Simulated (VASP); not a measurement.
**Sn: single point with PBE0**

Crystal: Sn.

```
Sn
1.0
    -1.85597    1.85597    1.85597
     1.85597   -1.85597    1.85597
     1.85597    1.85597   -1.85597
Sn
1
Direct
  0.00000 0.00000 0.00000
```

This isn't the form of Sn at room conditions, which is tetragonal (white tin).

```json
{"Program": "VASP 6.6.1", "Task": "single point", "Functional": "PBE0", "Potentials or basis": "VASP PAW PBE potentials, release 64 (Sn_d)", "Cutoff": "520 eV", "k mesh": "6 × 6 × 6", "Occupations": "fermi-dirac, width 0.05 eV", "Spin": "no spin polarisation"}
```

```json
{
  "Pressure": "2.7 GPa",
  "Band gap on the k mesh": "zero (bands 7 and 8 overlap by 13.28 eV)"
}
```

Levels at points of the mesh, in eV from the Fermi level:
```
           k point  band 3  band 4  band 5  band 6  band 7  band 8  band 9  band 10  band 11  band 12
(0.00, 0.00, 0.00)  -24.61  -24.44  -24.44  -13.68    9.62    9.62    9.62    13.19    13.19    13.19
(0.50, 0.00, 0.00)  -24.45  -24.45  -24.34   -7.91   -6.11    4.46    6.44     9.07     9.17    16.76
(0.50, 0.50, 0.50)  -24.37  -24.37  -24.37   -2.63   -1.16   -1.16   -1.16     4.15     4.15    19.87
```

Wall time 6.7 min on 1 thread of Intel(R) Xeon(R) 6975P-C (Granite Rapids), on a shared host, peak memory 0.15 GiB.

Caveat: the k points lie up to 0.40 Å⁻¹ apart, too coarse for converged energies and pressures of a metal; the PAW data sets were made with another functional, which shifts forces and pressure a little; spin-orbit coupling is left out, which moves the levels of the heavy elements.
